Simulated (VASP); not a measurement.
# GaP (F-43m) in VASP: a series of runs

Runs on GaP. Level: PBE. Tasks: electric field gradients.

All numbers are computed with VASP 6.6.1; they aren't measurements. Logs are shortened: lines on timing, memory, paths and dates and some standing lists are left out, and cuts for length are marked.

**1. The cell of the first run**

Symmetry: F-43m, No. 216, cubic system. The conventional cell has a = 5.469 Å, b = 5.469 Å, c = 5.469 Å, α = 90.00°, β = 90.00°, γ = 90.00°. Within 3.1 Å of Ga (site symmetry -43m) lie 4 P at 2.37 Å. P (site symmetry -43m) has 4 Ga at 2.37 Å within 3.1 Å.

**2. Electric field gradients, PBE (volume scaled by 1.01)**

INCAR

```
SYSTEM = GaP
PREC = Accurate
ENCUT = 520
EDIFF = 1E-8
ISMEAR = -1
SIGMA = 0.05
LREAL = .False.
LASPH = .True.
NELM = 100
ALGO = Normal
ISIF = 2
LWAVE = .False.
LCHARG = .False.
GGA = PE
LEFG = .True.
NBANDS = 16
```

KPOINTS

```
Automatic mesh
0
Gamma
  10 10 10
  0 0 0
```

POSCAR

```
GaP
1.0
    0.0000000000      2.7343040532      2.7343040532
    2.7343040532      0.0000000000      2.7343040532
    2.7343040532      2.7343040532      0.0000000000
Ga P
1 1
Direct
    0.0000000000      0.0000000000      0.0000000000
    0.7500000000      0.7500000000      0.7500000000
```

Potentials or basis: VASP PAW PBE potentials, release 64 (Ga_d, P).

Command:

```
$ cat potpaw_PBE.64/Ga_d/POTCAR potpaw_PBE.64/P/POTCAR > POTCAR
$ mpirun -np 1 vasp_std > vasp.out
```

OUTCAR:

```text
SYSTEM = GaP
   PREC = Accurate
   ENCUT = 520
   EDIFF = 1E-8
   ISMEAR = -1
   LREAL = .False.
   LASPH = .True.
   NELM = 100
   ISIF = 2
   GGA = PE

 ion  position               nearest neighbor table
   1  0.000  0.000  0.000-   2 2.37   2 2.37   2 2.37   2 2.37
   2  0.750  0.750  0.750-   1 2.37   1 2.37   1 2.37   1 2.37

  LATTYP: Found a face centered cubic cell.
 ALAT       =     5.4686081064

  Lattice vectors:

 A1 = (   0.0000000000,   2.7343040532,   2.7343040532)
 A2 = (   2.7343040532,   0.0000000000,   2.7343040532)
 A3 = (   2.7343040532,   2.7343040532,   0.0000000000)

Analysis of symmetry for initial positions (statically):
=====================================================================
 Subroutine PRICEL returns:
 Original cell was already a primitive cell.

 Routine SETGRP: Setting up the symmetry group for a
 face centered cubic supercell.

 Subroutine GETGRP returns: Found 24 space group operations
 (whereof 24 operations were pure point group operations)
 out of a pool of 48 trial point group operations.

The static configuration has the point symmetry T_d .

Analysis of symmetry for dynamics (positions and initial velocities):
=====================================================================
 Subroutine PRICEL returns:
 Original cell was already a primitive cell.

 Routine SETGRP: Setting up the symmetry group for a
 face centered cubic supercell.

 Subroutine GETGRP returns: Found 24 space group operations
 (whereof 24 operations were pure point group operations)
 out of a pool of 48 trial point group operations.

The dynamic configuration has the point symmetry T_d .

 Subroutine INISYM returns: Found 24 space group operations
 (whereof 24 operations are pure point group operations),
 and found     1 'primitive' translations

----------------------------------------------------------------------------------------

                                     Primitive cell

  volume of cell :      40.8856

  direct lattice vectors                    reciprocal lattice vectors
     0.000000000  2.734304053  2.734304053    -0.182861887  0.182861887  0.182861887
     2.734304053  0.000000000  2.734304053     0.182861887 -0.182861887  0.182861887
     2.734304053  2.734304053  0.000000000     0.182861887  0.182861887 -0.182861887

  length of vectors
     3.866889876  3.866889876  3.866889876     0.316726080  0.316726080  0.316726080

  position of ions in fractional coordinates (direct lattice)
     0.000000000  0.000000000  0.000000000
     0.750000000  0.750000000  0.750000000

  ion indices of the primitive-cell ions
   primitive index   ion index
                 1           1
                 2           2

----------------------------------------------------------------------------------------

 KPOINTS: Automatic mesh

Automatic generation of k-mesh.
 Grid dimensions read from file:
 generate k-points for:   10   10   10

 Generating k-lattice:

  Cartesian coordinates                     Fractional coordinates (reciprocal lattice)
    -0.018286189  0.018286189  0.018286189     0.100000000  0.000000000  0.000000000
     0.018286189 -0.018286189  0.018286189     0.000000000  0.100000000  0.000000000
     0.018286189  0.018286189 -0.018286189     0.000000000  0.000000000  0.100000000

  Length of vectors
     0.031672608  0.031672608  0.031672608

  Shift w.r.t. Gamma in fractional coordinates (k-lattice)
     0.000000000  0.000000000  0.000000000

 Subroutine IBZKPT returns following result:
 ===========================================

 Found     47 irreducible k-points:

 Following reciprocal coordinates:
            Coordinates               Weight
  0.000000  0.000000  0.000000      1.000000
  0.100000  0.000000  0.000000      8.000000
  0.200000  0.000000  0.000000      8.000000
  0.300000  0.000000  0.000000      8.000000
  0.400000  0.000000  0.000000      8.000000
  0.500000  0.000000  0.000000      4.000000
[... 16 lines left out ...]
  0.300000  0.300000  0.000000      6.000000
  0.400000  0.300000  0.000000     24.000000
 [... further k-points ...]
   k-points           NKPTS =     47   k-points in BZ     NKDIM =     47   number of bands    NBANDS=     16
   number of dos      NEDOS =    301   number of ions     NIONS =      2
   total plane-waves  NPLWV =  27000
   dimension x,y,z NGX =    30 NGY =   30 NGZ =   30
   dimension x,y,z NGXF=    60 NGYF=   60 NGZF=   60
   ions per type =               1   1
   NGX,Y,Z   is equivalent  to a cutoff of  12.90, 12.90, 12.90 a.u.
   NGXF,Y,Z  is equivalent  to a cutoff of  25.80, 25.80, 25.80 a.u.
 SYSTEM =  GaP
   PREC   = accura    normal or accurate (medium, high low for compatibility)
   ISTART =      0    job   : 0-new  1-cont  2-samecut
   ICHARG =      2    charge: 1-file 2-atom 10-const
   ISPIN  =      1    spin polarized calculation?
   LNONCOLLINEAR =      F non collinear calculations
   LSORBIT =      F    spin-orbit coupling
   LASPH  =      T    aspherical Exc in radial PAW
   ENCUT  =  520.0 eV  38.22 Ry    6.18 a.u.   7.19  7.19  7.19*2*pi/ulx,y,z
   NELM   =    100;   NELMIN=  2; NELMDL= -5     # of ELM steps
   EDIFF  = 0.1E-07   stopping-criterion for ELM
   LREAL  =      F    real-space projection
   EDIFFG = 0.1E-06   stopping-criterion for IOM
   NSW    =      0    number of steps for IOM
   IBRION =     -1    ionic relax: 0-MD 1-quasi-New 2-CG
   NFREE  =      0    steps in history (QN), initial steepest desc. (CG)
   ISIF   =      2    stress and relaxation
   ISYM   =      2    0-nonsym 1-usesym 2-fastsym
   POTIM  = 0.5000    time-step for ionic-motion
   TEBEG  =    0.0;   TEEND  =   0.0 temperature during run
   PSTRESS=    0.0 pullay stress
   NELECT =      18.0000    total number of electrons
   NUPDOWN=      -1.0000    fix difference up-down
   EMIN   =  10.00;   EMAX   =-10.00  energy-range for DOS
   EFERMI =   0.00;   METHOD = LEGACY
   ISMEAR =    -1;   SIGMA  =   0.05  broadening in eV -4-tet -1-fermi 0-gaus
   EFERMI_NEDOS =   21; number of points for ismear=-14 and -15
   IALGO  =     38    algorithm
   IMIX   =      4    mixing-type and parameters
     AMIX     =   0.40;   BMIX     =  1.00
     AMIX_MAG =   1.60;   BMIX_MAG =  1.00
  volume/ion in A,a.u.               =      20.44       137.95
  Fermi-wavevector in a.u.,A,eV,Ry     =   1.245400  2.353465 21.102924  1.551021
  Thomas-Fermi vector in A             =   2.379624
   LORBIT       =      0    0 simple, 1 ext, 2 COOP (PROOUT), +10 PAW based schemes
   GGA     = PE    functional components
   LHFCALC =     F    Hartree Fock is set to
   AEXX    =    0.0000 exact exchange contribution
   IVDW    =     0    specifies the selected vdW correction
   LEPSILON=     F    determine dielectric tensor
   LRPA    =     F    only Hartree local field effects (RPA)
 non-spin polarized calculation
  energy-cutoff  :      520.00
  volume of cell :       40.89
 maximum number of plane-waves:      1114
 NGX is ok and might be reduce to    30
   NGX = 15   NGY = 15   NGZ = 15

 number of electron      17.9999992 magnetization

 Free energy of the ion-electron system (eV)
  ---------------------------------------------------
  ext. energy  EPLUGINS =         0.00000000
  ---------------------------------------------------
  free energy    TOTEN  =        -9.12333253 eV

  energy without entropy =       -9.12333253  energy(sigma->0) =       -9.12333253

 E-fermi :   5.3385     XC(G=0):  -9.7881

 val. band max:        4.5502285833   @ k =   0.0000   0.0000   0.0000
 cond. band min:       6.1710449052   @ k =   0.4000   0.4000   0.0000
 fundamental gap:      1.6208163219
 Fermi energy:         5.3384894843

 k-point     1 :       0.0000    0.0000    0.0000
  band No.  band energies     occupation
      1      -9.9831      2.00000
      2      -9.9831      2.00000
      3      -9.9831      2.00000
      4      -9.8864      2.00000
      5      -9.8864      2.00000
      6      -7.8669      2.00000
[... 8 lines left out ...]
     15      14.3244      0.00000
     16      14.3244      0.00000

 k-point     2 :       0.1000    0.0000    0.0000
  band No.  band energies     occupation
      1      -9.9917      2.00000
      2      -9.9802      2.00000
      3      -9.9802      2.00000
      4      -9.8865      2.00000
      5      -9.8865      2.00000
      6      -7.7385      2.00000
[... 8 lines left out ...]
     15      13.8612      0.00000
     16      13.9318      0.00000
[... 387 lines left out ...]
      5      -9.8727      2.00000
      6      -6.4269      2.00000
[... 8 lines left out ...]
     15      15.6568      0.00000
     16      18.2732      0.00000

 k-point    24 :       0.4000    0.3000    0.0000
  band No.  band energies     occupation
      1     -10.0759      2.00000
      2      -9.9370      2.00000
      3      -9.9350      2.00000
      4      -9.9100      2.00000
      5      -9.8706      2.00000
      6      -5.9151      2.00000
[... 8 lines left out ...]
     15      16.3048      0.00000
     16      18.2511      0.00000

 [... further k-points ...]
[... 5 lines left out ...]
  --------------------------------------------------------------------------------------
  -------------------------------------------------------------------------------------
  Total        0.4162148      0.4162148      0.4162148      0.0000000     -0.0000000      0.0000000
  in kB       16.3101383     16.3101383     16.3101383      0.0000000     -0.0000000      0.0000000
  external PRESSURE =      16.3101383 kB  Pullay stress =       0.0000000 kB

 VOLUME and BASIS-vectors are now :
 -----------------------------------------------------------------------------
  energy-cutoff  :      520.00
  volume of cell :       40.89
      direct lattice vectors                 reciprocal lattice vectors
     0.000000000  2.734304053  2.734304053    -0.182861887  0.182861887  0.182861887
     2.734304053  0.000000000  2.734304053     0.182861887 -0.182861887  0.182861887
     2.734304053  2.734304053  0.000000000     0.182861887  0.182861887 -0.182861887

 POSITION                                       TOTAL-FORCE (eV/Angst)
 -----------------------------------------------------------------------------------
      0.00000      0.00000      0.00000         0.000000      0.000000      0.000000
      4.10146      4.10146      4.10146        -0.000000     -0.000000     -0.000000
 -----------------------------------------------------------------------------------
    total drift:                               -0.000002     -0.000002     -0.000002

  FREE ENERGIE OF THE ION-ELECTRON SYSTEM (eV)
  ---------------------------------------------------
  free  energy   TOTEN  =        -9.1233325347 eV

  energy  without entropy=       -9.1233325325  energy(sigma->0) =       -9.12333253

 Electric field gradients (V/A^2)
---------------------------------------------------------------------
 ion       V_xx      V_yy      V_zz      V_xy      V_xz      V_yz
---------------------------------------------------------------------
   1      -0.000     0.000    -0.000    -0.002    -0.002    -0.002
   2       0.000     0.000    -0.000    -0.000    -0.000    -0.000
---------------------------------------------------------------------

 Electric field gradients after diagonalization (V/A^2)
 (convention: |V_zz| > |V_xx| > |V_yy|)
----------------------------------------------------------------------
 ion       V_xx      V_yy      V_zz     asymmetry (V_yy - V_xx)/ V_zz
----------------------------------------------------------------------
   1       0.002     0.002    -0.003       0.000
   2       0.000     0.000    -0.000       0.000
----------------------------------------------------------------------

           NMR quadrupolar parameters

 Cq : quadrupolar parameter    Cq=e*Q*V_zz/h
 eta: asymmetry parameters     (V_yy - V_xx)/ V_zz
 Q  : nuclear electric quadrupole moment in mb (millibarn)
----------------------------------------------------------------------
 ion       Cq(MHz)       eta       Q (mb)
----------------------------------------------------------------------
   1      -0.000       0.000       1.000
   2      -0.000       0.000       1.000
----------------------------------------------------------------------
```

It took 21 s on 1 thread of Intel Xeon 6975P-C (Granite Rapids), shared host; peak memory 0.18 GiB.

What came out:

* Free energy: -9.1233 eV
* Pressure: 1.6 GPa
* Band gap on the k mesh: 1.62 eV, indirect (least direct gap 1.74 eV)

Caveat: without QUAD_EFG the Cq values of the log hold for a quadrupole moment of 1 mb, not for the nuclei.

**3. Electric field gradients, PBE (volume scaled by 1.04)**

INCAR is that of step 2.

KPOINTS is that of step 2.

POSCAR

```
GaP
1.0
    0.0000000000      2.7611126653      2.7611126653
    2.7611126653      0.0000000000      2.7611126653
    2.7611126653      2.7611126653      0.0000000000
Ga P
1 1
Direct
    0.0000000000      0.0000000000      0.0000000000
    0.7500000000      0.7500000000      0.7500000000
```

Potentials or basis: VASP PAW PBE potentials, release 64 (Ga_d, P).

Command:

```
$ cat potpaw_PBE.64/Ga_d/POTCAR potpaw_PBE.64/P/POTCAR > POTCAR
$ mpirun -np 1 vasp_std > vasp.out
```

OUTCAR:

```text
SYSTEM = GaP
   PREC = Accurate
   ENCUT = 520
   EDIFF = 1E-8
   ISMEAR = -1
   LREAL = .False.
   LASPH = .True.
   NELM = 100
   ISIF = 2
   GGA = PE

 ion  position               nearest neighbor table
   1  0.000  0.000  0.000-   2 2.39   2 2.39   2 2.39   2 2.39
   2  0.750  0.750  0.750-   1 2.39   1 2.39   1 2.39   1 2.39

  LATTYP: Found a face centered cubic cell.
 ALAT       =     5.5222253306

  Lattice vectors:

 A1 = (   0.0000000000,   2.7611126653,   2.7611126653)
 A2 = (   2.7611126653,   0.0000000000,   2.7611126653)
[... 668 lines left out ...]
  ---------------------------------------------------
  free  energy   TOTEN  =        -9.1268596932 eV

  energy  without entropy=       -9.1268596894  energy(sigma->0) =       -9.12685969

 Electric field gradients (V/A^2)
---------------------------------------------------------------------
 ion       V_xx      V_yy      V_zz      V_xy      V_xz      V_yz
---------------------------------------------------------------------
   1      -0.000    -0.000    -0.000    -0.003    -0.003    -0.003
   2       0.000     0.000     0.000    -0.000    -0.000    -0.000
---------------------------------------------------------------------

 Electric field gradients after diagonalization (V/A^2)
 (convention: |V_zz| > |V_xx| > |V_yy|)
----------------------------------------------------------------------
 ion       V_xx      V_yy      V_zz     asymmetry (V_yy - V_xx)/ V_zz
----------------------------------------------------------------------
   1       0.003     0.003    -0.006       0.000
   2       0.000     0.000    -0.001       0.000
----------------------------------------------------------------------

           NMR quadrupolar parameters

 Cq : quadrupolar parameter    Cq=e*Q*V_zz/h
 eta: asymmetry parameters     (V_yy - V_xx)/ V_zz
 Q  : nuclear electric quadrupole moment in mb (millibarn)
----------------------------------------------------------------------
 ion       Cq(MHz)       eta       Q (mb)
----------------------------------------------------------------------
   1      -0.000       0.000       1.000
   2      -0.000       0.000       1.000
----------------------------------------------------------------------
```

OSZICAR:

```text
N       E                     dE             d eps       ncg     rms          rms(c)
DAV:   1     0.778290410677E+02    0.77829E+02   -0.89053E+03  1560   0.159E+03
DAV:   2    -0.330897604906E+01   -0.81138E+02   -0.77009E+02  1760   0.300E+02
DAV:   3    -0.928445530878E+01   -0.59755E+01   -0.59556E+01  1888   0.640E+01
DAV:   4    -0.938266881031E+01   -0.98214E-01   -0.98189E-01  1832   0.890E+00
DAV:   5    -0.938452527426E+01   -0.18565E-02   -0.18564E-02  1968   0.106E+00    0.407E+00
DAV:   6    -0.914997784149E+01    0.23455E+00   -0.37671E-01  2360   0.100E+01    0.267E+00
DAV:   7    -0.912595888672E+01    0.24019E-01   -0.87472E-02  1960   0.193E+00    0.108E+00
DAV:   8    -0.912630310686E+01   -0.34422E-03   -0.12751E-02  1760   0.135E+00    0.168E-01
DAV:   9    -0.912670823443E+01   -0.40513E-03   -0.13001E-03  1904   0.506E-01    0.832E-02
DAV:  10    -0.912678540259E+01   -0.77168E-04   -0.11162E-04  2312   0.107E-01    0.424E-02
DAV:  11    -0.912685973464E+01   -0.74332E-04   -0.10327E-04  1760   0.844E-02    0.514E-03
DAV:  12    -0.912685934435E+01    0.39029E-06   -0.29388E-06  1896   0.219E-02    0.265E-03
DAV:  13    -0.912685965189E+01   -0.30753E-06   -0.84071E-07  1928   0.767E-03    0.189E-03
DAV:  14    -0.912685968763E+01   -0.35742E-07   -0.36625E-08  1928   0.138E-03    0.156E-03
DAV:  15    -0.912685969323E+01   -0.56057E-08   -0.22796E-09  1560   0.399E-04
   1 F= -.91268597E+01 E0= -.91268597E+01  d E =-.386726E-08
```

stdout:

```text
POSCAR found type information on POSCAR GaP
 POSCAR found :  2 types and       2 ions
 scaLAPACK will be used
 LDA part: xc-table for (Slater+PW92), standard interpolation
 POSCAR, INCAR and KPOINTS ok, starting setup
 FFT: planning ... GRIDC
 FFT: planning ... GRID_SOFT
 FFT: planning ... GRID
 WAVECAR not read
 entering main loop
ion   1

ion   2
```

It took 22 s on 1 thread of Intel Xeon 6975P-C (Granite Rapids), shared host; peak memory 0.17 GiB.

What came out:

| Item | Value |
| --- | --- |
| Free energy | -9.1269 eV |
| Pressure | -0.7 GPa |
| Band gap on the k mesh | 1.50 eV, direct |

Caveat: without QUAD_EFG the Cq values of the log hold for a quadrupole moment of 1 mb, not for the nuclei. A k mesh can miss the band edges.

(Continued in part 2 of 2.)
